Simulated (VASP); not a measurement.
# TaF3 (Pm-3m) in VASP: notebook

Aim: see how the results for TaF3 move with the level of theory and the settings. Levels: PBE+U, r2SCAN0. Tasks: single point, relaxation of cell and atoms.

Everything below comes from runs of VASP 6.6.1. Logs are shortened: lines on timing, memory, paths and dates and some standing lists are left out, and cuts for length are marked.

## (1) The cell of the first run

It takes space group Pm-3m (No. 221, cubic). Conventional cell: a = 4.143 Å, b = 4.143 Å, c = 4.143 Å, α = 90.00°, β = 90.00°, γ = 90.00°. Within 2.7 Å of Ta (site symmetry m-3m) lie 6 F at 2.07 Å. Within 2.7 Å of F (site symmetry 4/mmm) lie 2 Ta at 2.07 Å.

## (2) Single point, PBE+U

Input file INCAR:

```
SYSTEM = TaF3
ALGO = Normal
EDIFF = 1E-6
ENCUT = 600
GGA = PE
GGA_COMPAT = .FALSE.
ISIF = 2
ISMEAR = -1
LASPH = .TRUE.
LCHARG = .TRUE.
LDAU = .TRUE.
LDAUJ = 0 0
LDAUL = 2 -1
LDAUPRINT = 1
LDAUTYPE = 2
LDAUU = 3 0
LELF = .TRUE.
LMAXMIX = 4
LREAL = .FALSE.
LVHAR = .TRUE.
LWAVE = .FALSE.
NBANDS = 25
NELM = 200
PREC = Accurate
SIGMA = 0.05
```

Input file KPOINTS:

```
k-points
0
G
  7 7 7
  0 0 0
```

Input file POSCAR:

```
TaF3
1.0
    4.1428461092      0.0000000000      0.0000000000
    0.0000000000      4.1428461092      0.0000000000
    0.0000000000      0.0000000000      4.1428461092
Ta F
1 3
Direct
    0.0000000000      0.0000000000      0.0000000000
    0.0000000000      0.0000000000      0.5000000000
    0.0000000000      0.5000000000      0.0000000000
    0.5000000000      0.0000000000      0.0000000000
```

Potentials or basis: VASP PAW PBE potentials, release 64 (Ta_sv_GW, F).

Launch:

```sh
> cat potpaw_PBE.64/Ta_sv_GW/POTCAR potpaw_PBE.64/F/POTCAR > POTCAR
> mpirun -np 1 vasp_std > vasp.out
```

OUTCAR:

```text
SYSTEM = TaF3
   EDIFF = 1E-6
   ENCUT = 600
   GGA = PE
   ISIF = 2
   ISMEAR = -1
   LASPH = .TRUE.
   LREAL = .FALSE.
   NELM = 200
   PREC = Accurate

 ion  position               nearest neighbor table
   1  0.000  0.000  0.000-   2 2.07   3 2.07   4 2.07   2 2.07   3 2.07   4 2.07
   2  0.000  0.000  0.500-   1 2.07   1 2.07
   3  0.000  0.500  0.000-   1 2.07   1 2.07
   4  0.500  0.000  0.000-   1 2.07   1 2.07

  LATTYP: Found a simple cubic cell.
 ALAT       =     4.1428461092

  Lattice vectors:

 A1 = (   4.1428461092,   0.0000000000,   0.0000000000)
 A2 = (   0.0000000000,   4.1428461092,   0.0000000000)
 A3 = (   0.0000000000,   0.0000000000,   4.1428461092)

Analysis of symmetry for initial positions (statically):
=====================================================================
 Subroutine PRICEL returns:
 Original cell was already a primitive cell.

 Routine SETGRP: Setting up the symmetry group for a
 simple cubic supercell.

 Subroutine GETGRP returns: Found 48 space group operations
 (whereof 48 operations were pure point group operations)
 out of a pool of 48 trial point group operations.

The static configuration has the point symmetry O_h .

Analysis of symmetry for dynamics (positions and initial velocities):
=====================================================================
 Subroutine PRICEL returns:
 Original cell was already a primitive cell.

 Routine SETGRP: Setting up the symmetry group for a
 simple cubic supercell.

 Subroutine GETGRP returns: Found 48 space group operations
 (whereof 48 operations were pure point group operations)
 out of a pool of 48 trial point group operations.

The dynamic configuration has the point symmetry O_h .

 Subroutine INISYM returns: Found 48 space group operations
 (whereof 48 operations are pure point group operations),
 and found     1 'primitive' translations

----------------------------------------------------------------------------------------

                                     Primitive cell

  volume of cell :      71.1044

  direct lattice vectors                    reciprocal lattice vectors
     4.142846109  0.000000000  0.000000000     0.241379953  0.000000000  0.000000000
     0.000000000  4.142846109  0.000000000     0.000000000  0.241379953  0.000000000
     0.000000000  0.000000000  4.142846109     0.000000000  0.000000000  0.241379953

  length of vectors
     4.142846109  4.142846109  4.142846109     0.241379953  0.241379953  0.241379953

  position of ions in fractional coordinates (direct lattice)
     0.000000000  0.000000000  0.000000000
     0.000000000  0.000000000  0.500000000
     0.000000000  0.500000000  0.000000000
     0.500000000  0.000000000  0.000000000

  ion indices of the primitive-cell ions
   primitive index   ion index
                 1           1
                 2           2
                 3           3
                 4           4

----------------------------------------------------------------------------------------

 KPOINTS: k-points

Automatic generation of k-mesh.
 Grid dimensions read from file:
 generate k-points for:    7    7    7

 Generating k-lattice:

  Cartesian coordinates                     Fractional coordinates (reciprocal lattice)
     0.034482850  0.000000000  0.000000000     0.142857143  0.000000000  0.000000000
     0.000000000  0.034482850  0.000000000     0.000000000  0.142857143  0.000000000
     0.000000000  0.000000000  0.034482850     0.000000000  0.000000000  0.142857143

  Length of vectors
     0.034482850  0.034482850  0.034482850

  Shift w.r.t. Gamma in fractional coordinates (k-lattice)
     0.000000000  0.000000000  0.000000000

 Subroutine IBZKPT returns following result:
 ===========================================

 Found     20 irreducible k-points:

 Following reciprocal coordinates:
            Coordinates               Weight
  0.000000  0.000000  0.000000      1.000000
  0.142857  0.000000  0.000000      6.000000
  0.285714  0.000000  0.000000      6.000000
  0.428571  0.000000  0.000000      6.000000
  0.142857  0.142857  0.000000     12.000000
  0.285714  0.142857  0.000000     24.000000
[... 12 lines left out ...]
  0.428571  0.428571  0.285714     24.000000
  0.428571  0.428571  0.428571      8.000000
   k-points           NKPTS =     20   k-points in BZ     NKDIM =     20   number of bands    NBANDS=     25
   number of dos      NEDOS =    301   number of ions     NIONS =      4
   total plane-waves  NPLWV =  46656
   dimension x,y,z NGX =    36 NGY =   36 NGZ =   36
   dimension x,y,z NGXF=    72 NGYF=   72 NGZF=   72
   ions per type =               1   3
   NGX,Y,Z   is equivalent  to a cutoff of  14.45, 14.45, 14.45 a.u.
   NGXF,Y,Z  is equivalent  to a cutoff of  28.89, 28.89, 28.89 a.u.
 SYSTEM =  TaF3
   PREC   = accura    normal or accurate (medium, high low for compatibility)
   ISTART =      0    job   : 0-new  1-cont  2-samecut
[... 74 lines left out ...]
  o =  0.1281  v =  0.0000  0.0000  0.0000  0.0000  0.0000  0.0000 -0.0000  0.0557  0.0000 -0.9984      0.0000  0.0000  0.0000  0.0000  0.0000  0.0000  0.0000  0.0000  0.0000  0.0000
  o =  0.2880  v =  0.0000 -0.3131  0.0000 -0.9497 -0.0000  0.0000  0.0000  0.0000  0.0000  0.0000      0.0000  0.0000  0.0000  0.0000  0.0000  0.0000  0.0000  0.0000  0.0000  0.0000
  o =  0.2880  v =  0.0000  0.0000  0.0000  0.0000  0.0000  0.0000 -0.3131  0.0000 -0.9497 -0.0000      0.0000  0.0000  0.0000  0.0000  0.0000  0.0000  0.0000  0.0000  0.0000  0.0000
  o =  0.2880  v =  0.0000  0.0000  0.0000  0.0000  0.0000  0.0000 -0.9497 -0.0000  0.3131  0.0000      0.0000  0.0000  0.0000  0.0000  0.0000  0.0000  0.0000  0.0000  0.0000  0.0000
  o =  0.2880  v =  0.0000 -0.9497 -0.0000  0.3131  0.0000  0.0000  0.0000  0.0000  0.0000  0.0000      0.0000  0.0000  0.0000  0.0000  0.0000  0.0000  0.0000  0.0000  0.0000  0.0000
  o =  0.2880  v =  1.0000  0.0000  0.0000  0.0000  0.0000  0.0000  0.0000  0.0000  0.0000  0.0000      0.0000  0.0000  0.0000  0.0000  0.0000  0.0000  0.0000  0.0000  0.0000  0.0000
  o =  0.2880  v =  0.0000  0.0000  0.0000  0.0000  0.0000  1.0000  0.0000  0.0000  0.0000  0.0000      0.0000  0.0000  0.0000  0.0000  0.0000  0.0000  0.0000  0.0000  0.0000  0.0000

 number of electron      33.9999999 magnetization

 Free energy of the ion-electron system (eV)
  ---------------------------------------------------
  ext. energy  EPLUGINS =         0.00000000
  ---------------------------------------------------
  free energy    TOTEN  =       -26.75638022 eV

  energy without entropy =      -26.71763187  energy(sigma->0) =      -26.73700604

 E-fermi :   4.6627     XC(G=0):  -8.3532

 val. band max:        4.6524661300   @ k =   0.2857   0.1429   0.1429
 cond. band min:       4.6729714604   @ k =   0.2857   0.2857   0.1429
 fundamental gap:      0.0205053305
 Fermi energy:         4.6627030018

 k-point     1 :       0.0000    0.0000    0.0000
  band No.  band energies     occupation
      1     -66.3118      2.00000
      2     -32.8330      2.00000
      3     -32.8330      2.00000
      4     -32.8330      2.00000
      5     -23.0668      2.00000
      6     -22.7629      2.00000
[... 17 lines left out ...]
     24      13.3151      0.00000
     25      13.3314      0.00000

 k-point     2 :       0.1429    0.0000    0.0000
  band No.  band energies     occupation
      1     -66.3118      2.00000
      2     -32.8596      2.00000
      3     -32.8326      2.00000
      4     -32.8326      2.00000
      5     -23.0276      2.00000
      6     -22.7623      2.00000
[... 17 lines left out ...]
     24      12.6027      0.00000
     25      13.4290      0.00000

 k-point     3 :       0.2857    0.0000    0.0000
  band No.  band energies     occupation
      1     -66.3115      2.00000
      2     -32.9183      2.00000
      3     -32.8317      2.00000
      4     -32.8317      2.00000
      5     -22.9815      2.00000
      6     -22.7608      2.00000
[... 440 lines left out ...]
 k-point    19 :       0.4286    0.4286    0.2857
  band No.  band energies     occupation
      1     -66.3105      2.00000
      2     -32.9606      2.00000
      3     -32.9605      2.00000
      4     -32.9139      2.00000
      5     -22.5098      2.00000
      6     -22.3100      2.00000
[... 17 lines left out ...]
     24      10.7219      0.00000
     25      11.5773      0.00000

 k-point    20 :       0.4286    0.4286    0.4286
  band No.  band energies     occupation
      1     -66.3103      2.00000
      2     -32.9598      2.00000
      3     -32.9597      2.00000
      4     -32.9597      2.00000
      5     -22.3166      2.00000
      6     -22.3001      2.00000
[... 17 lines left out ...]
     24      11.3918      0.00000
     25      11.3918      0.00000

------------------------ aborting loop because EDIFF is reached ----------------------------------------

  FORCE on cell =-STRESS in cart. coord.  units (eV):
  Direction    XX          YY          ZZ          XY          YZ          ZX
  --------------------------------------------------------------------------------------
  -------------------------------------------------------------------------------------
  Total        0.4067162      0.4067162      0.4067162     -0.0000000     -0.0000000      0.0000000
  in kB        9.1644334      9.1644334      9.1644334     -0.0000000     -0.0000000      0.0000000
  external PRESSURE =       9.1644334 kB  Pullay stress =       0.0000000 kB

 VOLUME and BASIS-vectors are now :
 -----------------------------------------------------------------------------
  energy-cutoff  :      600.00
  volume of cell :       71.10
      direct lattice vectors                 reciprocal lattice vectors
     4.142846109  0.000000000  0.000000000     0.241379953  0.000000000  0.000000000
     0.000000000  4.142846109  0.000000000     0.000000000  0.241379953  0.000000000
     0.000000000  0.000000000  4.142846109     0.000000000  0.000000000  0.241379953

 POSITION                                       TOTAL-FORCE (eV/Angst)
 -----------------------------------------------------------------------------------
      0.00000      0.00000      0.00000         0.000000      0.000000      0.000000
      0.00000      0.00000      2.07142         0.000000      0.000000      0.000000
      0.00000      2.07142      0.00000         0.000000      0.000000      0.000000
      2.07142      0.00000      0.00000         0.000000      0.000000      0.000000
 -----------------------------------------------------------------------------------
    total drift:                                0.000000      0.000000     -0.000000

  FREE ENERGIE OF THE ION-ELECTRON SYSTEM (eV)
  ---------------------------------------------------
  free  energy   TOTEN  =       -26.7563802220 eV

  energy  without entropy=      -26.7176318665  energy(sigma->0) =      -26.73700604
```

Wall time 23 s (1 thread of Intel Xeon 6975P-C (Granite Rapids), shared host); peak memory 0.22 GiB.

Results:

* Free energy: -26.7564 eV
* Pressure: 0.9 GPa
* Band gap on the k mesh: zero (band 17 reaches 5.80 eV, above the bottom of band 18 at 3.79 eV)

Levels at points of the mesh, in eV from the Fermi level:
```
           k point  band 15  band 16  band 17  band 18  band 19  band 20
(0.00, 0.00, 0.00)    -8.15    -8.15    -0.87    -0.87    -0.87    -0.35
```

Eigenvalues of the final occupation matrices:
| site | spin | trace | eigenvalues |
| --- | --- | --- | --- |
| site 1 d | 1 | 1.12 | 0.13 0.13 0.29 0.29 0.29 |
| site 1 d | 2 | 1.12 | 0.13 0.13 0.29 0.29 0.29 |

Caveat: spin-orbit coupling is left out, which moves the levels of the heavy elements; U without spin polarisation on a metal has little footing.

## (3) Relaxation of cell and atoms, PBE+U

This run uses another cell than the first one, of 14.84 Å³/atom, 0.835 times its volume.

Input file INCAR:

```
PREC = Accurate ; ENCUT = 600
EDIFF = 1E-7 ; ISMEAR = -1
SIGMA = 0.05 ; LREAL = F
LASPH = T ; NELM = 200
ALGO = Normal ; ISIF = 3
LWAVE = F ; LCHARG = F
LMAXMIX = 4 ; LDAU = T
LDAUTYPE = 2 ; LDAUL = 2 -1
LDAUU = 5 0 ; LDAUJ = 0 0
LDAUPRINT = 1 ; GGA = PE
IBRION = 2 ; NSW = 60
EDIFFG = -0.01 ; GGA_COMPAT = F
NELMIN = 4
```

Input file KPOINTS:

```
regular mesh
0
Gamma
  7 7 7
```

Input file POSCAR:

```
TaF3
1.0
    3.9012000000      0.0000000000      0.0000000000
    0.0000000000      3.9012000000      0.0000000000
    0.0000000000      0.0000000000      3.9012000000
Ta F
1 3
Direct
    0.0000000000      0.0000000000      0.0000000000
    0.0000000000      0.0000000000      0.5000000000
    0.0000000000      0.5000000000      0.0000000000
    0.5000000000      0.0000000000      0.0000000000
```

Potentials or basis: VASP PAW PBE potentials, release 64 (Ta_sv_GW, F).

Launch:

```sh
> cat potpaw_PBE.64/Ta_sv_GW/POTCAR potpaw_PBE.64/F/POTCAR > POTCAR
> mpirun -np 1 vasp_std > vasp.out
```

Run time: 58 s. Hardware: 1 thread of Intel Xeon 6975P-C (Granite Rapids), shared host; peak memory 0.2 GiB.

Results (log left out):

```
Free energy                            : -25.0864 eV
Relaxed volume                         : 18.23 Å³/atom
Relaxed cell                           : a = 4.178 Å, b = 4.178 Å, c = 4.178 Å, α = 90.00°, β = 90.00°, γ = 90.00°
Space group after relaxing (to 0.05 Å) : Pm-3m (No. 221)
Energy gained by relaxing              : 280.4 meV/atom
Ionic steps                            : 4
Pressure after relaxing                : -0.1 GPa
Band gap on the k mesh                 : zero (band 17 reaches 5.65 eV, above the bottom of band 18 at 3.73 eV)
```

Step by step:
```tsv
step	energy change (eV)	largest force (eV/Å)	pressure (GPa)	volume (Å³)
1	0.0000	0.0000	32.03	59.37
2	-0.3393	0.0000	-13.64	88.70
3	-1.1210	0.0000	-0.46	73.22
4	-1.1215	0.0000	-0.06	72.92
```

Final structure:
```cif
data_structure
_symmetry_space_group_name_H-M 'P 1'
_symmetry_Int_Tables_number 1
_cell_length_a 4.1778
_cell_length_b 4.1778
_cell_length_c 4.1778
_cell_angle_alpha 90.000
_cell_angle_beta 90.000
_cell_angle_gamma 90.000
_cell_volume 72.92
loop_
_atom_site_label
_atom_site_type_symbol
_atom_site_fract_x
_atom_site_fract_y
_atom_site_fract_z
_atom_site_occupancy
Ta1 Ta 0.00000 0.00000 0.00000 1
F1 F 0.00000 0.00000 0.50000 1
F2 F 0.00000 0.50000 0.00000 1
F3 F 0.50000 0.00000 0.00000 1
```

Levels at points of the mesh, in eV from the Fermi level:
```tsv
k point	band 13	band 14	band 15	band 16	band 17	band 18	band 19	band 20	band 21
(0.00, 0.00, 0.00)	-8.18	-8.10	-8.10	-8.10	-0.82	-0.82	-0.82	-0.50	2.39
```

Eigenvalues of the final occupation matrices:
```tsv
site	spin	trace	eigenvalues
site 1 d	1	1.07	0.12 0.12 0.28 0.28 0.28
site 1 d	2	1.07	0.12 0.12 0.28 0.28 0.28
```

Caveat: the electronic state changed during the relaxation; the volume moved by over 15 % at a fixed basis, so the end points are rough; spin-orbit coupling is left out, which moves the levels of the heavy elements; the volume moved by +23 % from the deposited cell, more than functionals usually miss; U without spin polarisation on a metal has little footing.

## (4) Single point, r2SCAN0

This run uses another cell than the first one, of 14.84 Å³/atom, 0.835 times its volume.

POSCAR is that of step 3.

Input file INCAR.step1:

```
  ALGO = Normal
  EDIFF = 1E-5
  ENCUT = 520
  GGA = PE
  ISIF = 2
  ISMEAR = -1
  LASPH = T
  LCHARG = F
  LREAL = F
  LWAVE = T
  NBANDS = 24
  NELM = 100
  PREC = Accurate
  SIGMA = 0.05
```

Input file INCAR.step2:

```
  AEXX = 0.25
  ALGO = Normal
  EDIFF = 1E-6
  ENCUT = 520
  ISIF = 2
  ISMEAR = -1
  ISTART = 1
  LASPH = T
  LCHARG = F
  LHFCALC = T
  LMIXTAU = T
  LREAL = F
  LWAVE = F
  METAGGA = R2SCAN
  NBANDS = 24
  NELM = 100
  PREC = Accurate
  PRECFOCK = Normal
  SIGMA = 0.05
```

Input file KPOINTS:

```
k-points
0
Gamma
  4 4 4
```

Potentials or basis: VASP PAW PBE potentials, release 64 (Ta_pv, F).

Launch:

```sh
> cat potpaw_PBE.64/Ta_pv/POTCAR potpaw_PBE.64/F/POTCAR > POTCAR
> cp INCAR.step1 INCAR
> mpirun -np 1 vasp_std > vasp.out
> cp INCAR.step2 INCAR
> mpirun -np 1 vasp_std > vasp.out
```

It took 12 min on 1 thread of Intel Xeon 6975P-C (Granite Rapids), shared host; peak memory 0.19 GiB.

Results (log left out):

- Free energy: -65.9705 eV
- Pressure: 20.8 GPa
- Band gap on the k mesh: zero (band 16 reaches 7.59 eV, above the bottom of band 17 at 3.17 eV)

Levels at points of the mesh, in eV from the Fermi level:
```
           k point  band 13  band 14  band 15  band 16  band 17  band 18
(0.00, 0.00, 0.00)   -12.14   -12.14   -12.14    -2.23    -2.23    -2.23
(0.50, 0.00, 0.00)   -12.41   -12.18   -12.18    -2.14     0.44     0.44
(0.50, 0.50, 0.00)   -12.65   -12.62   -11.57     0.55     0.55     1.85
(0.50, 0.50, 0.50)   -11.56   -11.56   -11.56     2.20     2.20     2.20
```

Caveat: the k points lie up to 0.40 Å⁻¹ apart; the PAW data sets were made with another functional, which shifts forces and pressure a little; spin-orbit coupling is left out, which moves the levels of the heavy elements.

## (5) Summary

```csv
task,level,potentials or basis,U,cell,k mesh,cutoff (eV),second run,grid for exact exchange (PRECFOCK),gap on the mesh (eV),pressure (GPa)
single point,PBE+U,"VASP PAW PBE potentials, release 64 (Ta_sv_GW, F)",Ta d U = 3.0 eV,"a = 4.143 Å, 4 atoms",7 × 7 × 7,600,valence_matched,-,none,0.9
relaxation of cell and atoms,PBE+U,"VASP PAW PBE potentials, release 64 (Ta_sv_GW, F)",Ta d U = 5.0 eV,"relaxed from a = 3.901 Å, 4 atoms",7 × 7 × 7,600,valence_matched,-,none,-0.1
single point,r2SCAN0,"VASP PAW PBE potentials, release 64 (Ta_pv, F)",-,"a = 3.901 Å, 4 atoms",4 × 4 × 4,520,-,Normal,none,20.8
```

Alike in all rows: no spin polarisation; smearing fermi-dirac 0.05 eV.

Caveats: some runs use coarse meshes; spin-orbit coupling is left out, which moves the levels of the heavy elements; U without spin polarisation on a metal has little footing (some runs); the electronic state changed during the relaxation (some runs); the volume moved by over 15 % at a fixed basis, so the end points are rough (some runs); the volume moved by +23 % from the deposited cell, more than functionals usually miss (some runs); the PAW data sets were made with another functional, which shifts forces and pressure a little (some runs).

Total energies depend on the potentials used, so only differences within one code and one set of settings carry meaning.
